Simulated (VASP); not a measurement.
# V (a cell with a defect) in VASP: single point with PBE

Aim: the single point of V (a cell with a defect) with PBE.

Everything below comes from runs of VASP 6.6.1. Logs are shortened: lines on timing, memory, paths and dates and some standing lists are left out, and cuts for length are marked.

## (1) The cell of the first run

The cell holds a defect, 17 atoms: a = 6.040 Å, b = 6.040 Å, c = 6.040 Å, α = 90.00°, β = 90.00°, γ = 90.00°.

## (2) Single point, PBE

The input, INCAR:

```
PREC = Accurate
ENCUT = 520
EDIFF = 1E-6
ISMEAR = 0
SIGMA = 0.15
LREAL = Auto
LASPH = True
NELM = 60
ALGO = Normal
ISIF = 2
LWAVE = False
LCHARG = False
GGA = PE
NBANDS = 124
```

The input, KPOINTS:

```
regular mesh
0
Gamma
  3 3 3
```

The input, POSCAR:

```
V
1.0
    6.0400000000      0.0000000000      0.0000000000
    0.0000000000      6.0400000000      0.0000000000
    0.0000000000      0.0000000000      6.0400000000
V
17
Direct
    0.0008948675     -0.0069216887     -0.0067882450
    0.5069061258     -0.0046781457      0.0063692053
    0.0312577815      0.5180677152      0.0242437086
    0.0151099338     -0.0052938742      0.4999910596
    0.2518359272      0.2485561258      0.2443874172
    0.5028365894      0.4928250000      0.0019524834
    0.4287649007     -0.0663548013      0.4237551325
    0.7537640728      0.2423927152      0.2477453642
    0.0078811258      0.4906809603      0.4969500000
    0.2359187086      0.7205019868      0.2288951987
    0.2563791391      0.2424178808      0.7472612583
    0.5075584437      0.4907413907      0.5007276490
    0.7556819536      0.7459049669      0.2568036424
    0.8258644040      0.3254564570      0.8215008278
    0.2632069536      0.7445130795      0.7492072848
    0.7565455298      0.7319791391      0.7494887417
    0.6462357616      0.0989721854      0.6340942053
```

Potentials or basis: VASP PAW PBE potentials, release 64 (V_sv).

The run is started by

```
cat potpaw_PBE.64/V_sv/POTCAR > POTCAR
mpirun -np 1 vasp_std > vasp.out
```

OUTCAR:

```text
PREC = Accurate
   ENCUT = 520
   EDIFF = 1E-6
   ISMEAR = 0
   LREAL = Auto
   LASPH = True
   NELM = 60
   ISIF = 2
   GGA = PE

 ion  position               nearest neighbor table
   1  0.001  0.993  0.993-  14 2.49  10 2.60  16 2.61  11 2.62   8 2.62  15 2.63  13 2.64   5 2.64
                             3 2.88
   2  0.507  0.995  0.006-  17 2.48   8 2.56   7 2.59   5 2.60  13 2.61  15 2.62  11 2.64  16 2.69
                            10 2.69
   3  0.031  0.518  0.024-  14 2.10  10 2.13   5 2.49  15 2.57  13 2.58  16 2.68   8 2.72  11 2.72
                             6 2.86   9 2.86   1 2.88
   4  0.015  0.995  0.500-  17 2.45   7 2.57  11 2.57   5 2.60  15 2.61  13 2.62   8 2.66  10 2.68
                            16 2.69
   5  0.252  0.249  0.244-   7 2.44   3 2.49   6 2.57   9 2.58   4 2.60   2 2.60  12 2.63   1 2.64
                            10 2.85
   6  0.503  0.493  0.002-  14 2.45  10 2.52   5 2.57  15 2.60  16 2.60   8 2.61  11 2.62  13 2.65
                             3 2.86
   7  0.429  0.934  0.424-  17 2.08  10 2.10   5 2.44  15 2.48  13 2.49   4 2.57   2 2.59  12 2.76
                            11 2.89   8 2.91
   8  0.754  0.242  0.248-   2 2.56  17 2.57   6 2.61  12 2.61   1 2.62   9 2.62   4 2.66  14 2.66
                             3 2.72   7 2.91
   9  0.008  0.491  0.497-  14 2.46  10 2.54   5 2.58  16 2.60  11 2.61  13 2.61   8 2.62  15 2.66
                             3 2.86
  10  0.236  0.721  0.229-   7 2.10   3 2.13   6 2.52   9 2.54   1 2.60   4 2.68   2 2.69  12 2.70
                             5 2.85  15 2.91  13 2.91
  11  0.256  0.242  0.747-   4 2.57  17 2.60  12 2.60   9 2.61   1 2.62   6 2.62   2 2.64  14 2.69
                             3 2.72   7 2.89
  12  0.508  0.491  0.501-  16 2.58  11 2.60  15 2.60  13 2.61   8 2.61   5 2.63  17 2.64  10 2.70
                             7 2.76  14 2.91
  13  0.756  0.746  0.257-   7 2.49   3 2.58  12 2.61   9 2.61   2 2.61   4 2.62   1 2.64   6 2.65
                            10 2.91
  14  0.826  0.325  0.822-  17 2.08   3 2.10   6 2.45   9 2.46   1 2.49  16 2.53   8 2.66  11 2.69
                            12 2.91
  15  0.263  0.745  0.749-   7 2.48   3 2.57   6 2.60  12 2.60   4 2.61   2 2.62   1 2.63   9 2.66
                            10 2.91
  16  0.757  0.732  0.749-  17 2.42  14 2.53  12 2.58   9 2.60   6 2.60   1 2.61   3 2.68   2 2.69
                             4 2.69
  17  0.646  0.099  0.634-  14 2.08   7 2.08  16 2.42   4 2.45   2 2.48   8 2.57  11 2.60  12 2.64

  LATTYP: Found a simple cubic cell.
 ALAT       =     6.0400000000

  Lattice vectors:

 A1 = (   6.0400000000,   0.0000000000,   0.0000000000)
 A2 = (   0.0000000000,   6.0400000000,   0.0000000000)
 A3 = (   0.0000000000,   0.0000000000,   6.0400000000)

Analysis of symmetry for initial positions (statically):
=====================================================================
 Subroutine PRICEL returns:
 Original cell was already a primitive cell.

 Routine SETGRP: Setting up the symmetry group for a
 simple cubic supercell.

 Subroutine GETGRP returns: Found  1 space group operations
 (whereof  1 operations were pure point group operations)
 out of a pool of 48 trial point group operations.

The static configuration has the point symmetry C_1 .

Analysis of symmetry for dynamics (positions and initial velocities):
=====================================================================
 Subroutine PRICEL returns:
 Original cell was already a primitive cell.

 Routine SETGRP: Setting up the symmetry group for a
 simple cubic supercell.

 Subroutine GETGRP returns: Found  1 space group operations
 (whereof  1 operations were pure point group operations)
 out of a pool of 48 trial point group operations.

The dynamic configuration has the point symmetry C_1 .

 Subroutine INISYM returns: Found  1 space group operations
 (whereof  1 operations are pure point group operations),
 and found     1 'primitive' translations

----------------------------------------------------------------------------------------

                                     Primitive cell

  volume of cell :     220.3489

  direct lattice vectors                    reciprocal lattice vectors
     6.040000000  0.000000000  0.000000000     0.165562914  0.000000000  0.000000000
     0.000000000  6.040000000  0.000000000     0.000000000  0.165562914  0.000000000
     0.000000000  0.000000000  6.040000000     0.000000000  0.000000000  0.165562914

  length of vectors
     6.040000000  6.040000000  6.040000000     0.165562914  0.165562914  0.165562914

  position of ions in fractional coordinates (direct lattice)
     0.000894868  0.993078311  0.993211755
     0.506906126  0.995321854  0.006369205
     0.031257782  0.518067715  0.024243709
     0.015109934  0.994706126  0.499991060
     0.251835927  0.248556126  0.244387417
[... 52 lines left out ...]
     0.000000000  0.000000000  0.000000000

 Subroutine IBZKPT returns following result:
 ===========================================

 Found     14 irreducible k-points:

 Following reciprocal coordinates:
            Coordinates               Weight
  0.000000  0.000000  0.000000      1.000000
  0.333333  0.000000  0.000000      2.000000
  0.000000  0.333333  0.000000      2.000000
  0.000000  0.000000  0.333333      2.000000
  0.333333  0.333333  0.000000      2.000000
  0.000000  0.333333  0.333333      2.000000
  0.333333  0.000000  0.333333      2.000000
 -0.333333  0.333333  0.000000      2.000000
 -0.333333  0.000000  0.333333      2.000000
  0.000000 -0.333333  0.333333      2.000000
  0.333333  0.333333  0.333333      2.000000
 -0.333333  0.333333  0.333333      2.000000
 -0.333333 -0.333333  0.333333      2.000000
  0.333333 -0.333333  0.333333      2.000000
   k-points           NKPTS =     14   k-points in BZ     NKDIM =     14   number of bands    NBANDS=    124
   number of dos      NEDOS =    301   number of ions     NIONS =     17
   total plane-waves  NPLWV = 110592
   dimension x,y,z NGX =    48 NGY =   48 NGZ =   48
   dimension x,y,z NGXF=    96 NGYF=   96 NGZF=   96
   ions per type =              17
   NGX,Y,Z   is equivalent  to a cutoff of  13.21, 13.21, 13.21 a.u.
   NGXF,Y,Z  is equivalent  to a cutoff of  26.42, 26.42, 26.42 a.u.
 SYSTEM =  unknown system
   PREC   = accura    normal or accurate (medium, high low for compatibility)
   ISTART =      0    job   : 0-new  1-cont  2-samecut
   ICHARG =      2    charge: 1-file 2-atom 10-const
   ISPIN  =      1    spin polarized calculation?
   LNONCOLLINEAR =      F non collinear calculations
   LSORBIT =      F    spin-orbit coupling
   LASPH  =      T    aspherical Exc in radial PAW
   ENCUT  =  520.0 eV  38.22 Ry    6.18 a.u.  11.23 11.23 11.23*2*pi/ulx,y,z
   NELM   =     60;   NELMIN=  2; NELMDL= -5     # of ELM steps
   EDIFF  = 0.1E-05   stopping-criterion for ELM
   LREAL  =      T    real-space projection
   EDIFFG = 0.1E-04   stopping-criterion for IOM
   NSW    =      0    number of steps for IOM
   IBRION =     -1    ionic relax: 0-MD 1-quasi-New 2-CG
   NFREE  =      0    steps in history (QN), initial steepest desc. (CG)
   ISIF   =      2    stress and relaxation
   ISYM   =      2    0-nonsym 1-usesym 2-fastsym
   POTIM  = 0.5000    time-step for ionic-motion
   TEBEG  =    0.0;   TEEND  =   0.0 temperature during run
   PSTRESS=    0.0 pullay stress
   NELECT =     221.0000    total number of electrons
   NUPDOWN=      -1.0000    fix difference up-down
   EMIN   =  10.00;   EMAX   =-10.00  energy-range for DOS
   EFERMI =   0.00;   METHOD = LEGACY
   ISMEAR =     0;   SIGMA  =   0.15  broadening in eV -4-tet -1-fermi 0-gaus
   EFERMI_NEDOS =   21; number of points for ismear=-14 and -15
   IALGO  =     38    algorithm
   IMIX   =      4    mixing-type and parameters
     AMIX     =   0.40;   BMIX     =  1.00
     AMIX_MAG =   1.60;   BMIX_MAG =  1.00
  volume/ion in A,a.u.               =      12.96        87.47
  Fermi-wavevector in a.u.,A,eV,Ry     =   1.638710  3.096712 36.536663  2.685369
  Thomas-Fermi vector in A             =   2.729637
   LORBIT       =      0    0 simple, 1 ext, 2 COOP (PROOUT), +10 PAW based schemes
   GGA     = PE    functional components
   LHFCALC =     F    Hartree Fock is set to
   AEXX    =    0.0000 exact exchange contribution
   IVDW    =     0    specifies the selected vdW correction
   LEPSILON=     F    determine dielectric tensor
   LRPA    =     F    only Hartree local field effects (RPA)
 non-spin polarized calculation
 Gauss-broadening in eV      SIGMA  =   0.15
  energy-cutoff  :      520.00
  volume of cell :      220.35
 maximum number of plane-waves:      6031
 NGX is ok and might be reduce to    48
   NGX = 23   NGY = 23   NGZ = 23

 number of electron     221.0000011 magnetization

 Free energy of the ion-electron system (eV)
  ---------------------------------------------------
  ext. energy  EPLUGINS =         0.00000000
  ---------------------------------------------------
  free energy    TOTEN  =      -149.20025528 eV

  energy without entropy =     -148.97721562  energy(sigma->0) =     -149.08873545

 E-fermi :  10.2976     XC(G=0): -13.0814

 val. band max:       10.2960055666   @ k =   0.0000  -0.3333   0.3333
 cond. band min:      10.3085883063   @ k =   0.3333   0.0000   0.3333
 fundamental gap:      0.0125827397
 Fermi energy:        10.2976058032

 k-point     1 :       0.0000    0.0000    0.0000
  band No.  band energies     occupation
      1     -53.6057      2.00000
      2     -53.3977      2.00000
      3     -53.3872      2.00000
      4     -53.3812      2.00000
      5     -53.3732      2.00000
      6     -53.3593      2.00000
[... 1739 lines left out ...]
    121      11.6517      0.00000
    122      11.7252      0.00000
 [bands above 122 left out]

------------------------ aborting loop because EDIFF is reached ----------------------------------------

  FORCE on cell =-STRESS in cart. coord.  units (eV):
  Direction    XX          YY          ZZ          XY          YZ          ZX
  --------------------------------------------------------------------------------------
  -------------------------------------------------------------------------------------
  Total       16.9352744     16.9372350     16.8361057      2.8316207      2.9229244      3.1812278
  in kB      123.1379742    123.1522301    122.4169095     20.5889807     21.2528582     23.1310064
  external PRESSURE =     122.9023713 kB  Pullay stress =       0.0000000 kB

 VOLUME and BASIS-vectors are now :
 -----------------------------------------------------------------------------
  energy-cutoff  :      520.00
  volume of cell :      220.35
      direct lattice vectors                 reciprocal lattice vectors
     6.040000000  0.000000000  0.000000000     0.165562914  0.000000000  0.000000000
     0.000000000  6.040000000  0.000000000     0.000000000  0.165562914  0.000000000
     0.000000000  0.000000000  6.040000000     0.000000000  0.000000000  0.165562914

 POSITION                                       TOTAL-FORCE (eV/Angst)
 -----------------------------------------------------------------------------------
      0.00540      5.99819      5.99900         0.002525     -0.003384     -0.000443
      3.06171      6.01174      0.03847         0.005441     -0.002224     -0.006044
      0.18880      3.12913      0.14643         0.023303      0.019544      0.019906
      0.09126      6.00802      3.01995         0.002951     -0.000616     -0.000583
      1.52109      1.50128      1.47610        -0.005473      0.008909     -0.002024
      3.03713      2.97666      0.01179         0.001863      0.005017      0.008982
[... 9 lines left out ...]
      4.56953      4.42115      4.52691        -0.009028      0.002583     -0.001790
      3.90326      0.59779      3.82993        -0.001820     -0.017649     -0.001845
 -----------------------------------------------------------------------------------
    total drift:                               -0.006306     -0.005820      0.009687

  FREE ENERGIE OF THE ION-ELECTRON SYSTEM (eV)
  ---------------------------------------------------
  free  energy   TOTEN  =      -149.2002552798 eV

  energy  without entropy=     -148.9772156222  energy(sigma->0) =     -149.08873545
```

It took 25 min on 1 thread of Intel Xeon 8259CL, shared host; peak memory 0.45 GiB.

Results:

| Item | Value |
| --- | --- |
| Free energy | -149.2003 eV |
| Pressure | 12.3 GPa |
| Largest force | 0.039 eV/Å |
| Band gap on the k mesh | zero (an odd number of electrons rules out a gap without spin polarisation) |

Forces on the atoms (eV/Å):
```
V    0.003 -0.003  0.000
V    0.005 -0.002 -0.006
V    0.023  0.020  0.020
V    0.003 -0.001 -0.001
V   -0.005  0.009 -0.002
V    0.002  0.005  0.009
V   -0.004  0.008 -0.004
V    0.000  0.009  0.006
V    0.012  0.004 -0.001
V   -0.021 -0.025 -0.020
V    0.010  0.000 -0.004
V   -0.005 -0.013 -0.005
V    0.001 -0.004 -0.003
V   -0.009  0.008  0.012
V   -0.003  0.000  0.003
V   -0.009  0.003 -0.002
V   -0.002 -0.018 -0.002
```

Stress tensor (GPa, compression positive):
```
12.31  2.06  2.31
 2.06 12.32  2.13
 2.31  2.13 12.24
```

Levels at points of the mesh, in eV from the Fermi level:
```tsv
k point	band 107	band 108	band 109	band 110	band 111	band 112	band 113	band 114
(0.00, 0.00, 0.00)	0.25	0.31	0.34	0.42	0.43	0.45	0.62	0.68
```

Caveat: atoms lie so close that the PAW spheres overlap strongly, which falsifies energies and pressures.
